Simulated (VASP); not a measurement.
Set up this calculation in VASP 6.6.1, as the native input.

```
Task                   : single point
Functional             : revPBE
Potentials or basis    : VASP PAW PBE potentials, release 64 (Pd)
Cutoff                 : 520 eV
k mesh                 : 11 × 11 × 11
Occupations            : fermi-dirac, width 0.05 eV
Spin                   : collinear spin
Starting moments       : [0.5, -0.5] μB
Dipole correction      : no
Further INCAR settings : ALGO = Normal; EDIFF = 1e-06; NBANDS = 21
```

The structure of Pd lies in POSCAR:

```
Pd
1.0
    3.2804006717      0.0000000000      0.0000000000
    0.0000000000      3.2804006717      0.0000000000
    0.0000000000      0.0000000000      3.2804006717
Pd
2
Direct
    0.0000000000      0.0000000000      0.0000000000
    0.5000000000      0.5000000000      0.5000000000
```

This isn't the form of Pd at room conditions, which is fcc.

One way to write it, as run:

INCAR

```
SYSTEM = Pd
PREC     = Accurate       ! precision mode
ENCUT    = 520            ! plane-wave cutoff, eV
EDIFF    = 1E-6           ! SCF threshold, eV
ISMEAR   = -1             ! smearing method
SIGMA    = 0.05           ! smearing width, eV
LREAL    = .FALSE.        ! projectors in reciprocal space
LASPH    = .TRUE.         ! aspherical terms in the spheres
NELM     = 150            ! most SCF steps
ALGO     = Normal         ! electronic algorithm
ISIF     = 2              ! what is computed and relaxed
LWAVE    = .FALSE.        ! write WAVECAR
LCHARG   = .FALSE.        ! write CHGCAR
ISPIN    = 2              ! spin polarisation
MAGMOM   = 0.5 -0.5       ! initial moments
LORBIT   = 11             ! projections on sites
LMAXMIX  = 4              ! l up to which the mixer works
GGA      = RE             ! functional
NBANDS   = 21             ! bands
```

KPOINTS

```
regular mesh
0
G
  11 11 11
  0 0 0
```

Potentials or basis: VASP PAW PBE potentials, release 64 (Pd).

The run is started by

```bash
$ cat potpaw_PBE.64/Pd/POTCAR > POTCAR
$ mpirun -np 1 vasp_std > vasp.out
```

It gave:

* Pressure: -12.4 GPa
* Band gap on the k mesh: zero (filled and empty bands overlap)
* Net moment: 0.00 μB per cell
* Valence electrons inside the program's atomic spheres: Pd 9.15

Caveat: the cell stands under tension; the PAW data sets were made with another functional, which shifts forces and pressure a little.

Run time: 17 s on 1 thread of Intel(R) Xeon(R) 6975P-C (Granite Rapids), on a shared host, peak memory 0.18 GiB.
